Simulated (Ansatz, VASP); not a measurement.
## Two plane-wave programs on AlIn2N3

```
Al In N
1.0
     5.28242    0.00000    0.00000
    -2.64121    4.57471    0.00000
     0.00000    0.00000    4.08178
Al In N
1 2 3
Direct
  0.00000 0.00000 0.00000
  0.33333 0.66667 0.00000
  0.66667 0.33333 0.00000
  0.50000 0.00000 0.50000
  0.50000 0.50000 0.50000
  0.00000 0.50000 0.50000
```

Change from the starting cell: species swapped into the CeAl3Pd2 type (P6/mmm, No. 191).

Alike in both runs: task relaxation of cell and atoms; functional PBE; k mesh 6 × 6 × 4; occupations gaussian, width 0.1 eV; no spin polarisation.

```csv
,VASP,Ansatz
version,VASP 6.6.1,Ansatz 0.2.0
potentials or method,"VASP PAW PBE potentials, release 64 (Al, In_d, N), cutoff 600 eV","scalar-relativistic, plane waves, PAW"
valence electrons in the cell,44,44
```

```csv
,VASP,Ansatz,Ansatz less VASP
"gap on the k mesh at the Fermi level, each at its own relaxed structure (eV)",none,none,-
relaxed volume (Å³/atom),15.27,15.24,-0.030
relaxed cell length with the largest relative difference (Å),2.981,2.979,-0.0028
```

A gap of «none» marks a metal or a gap that the smearing closes.

The k mesh is coarse, so the values compare programs but aren't converged.
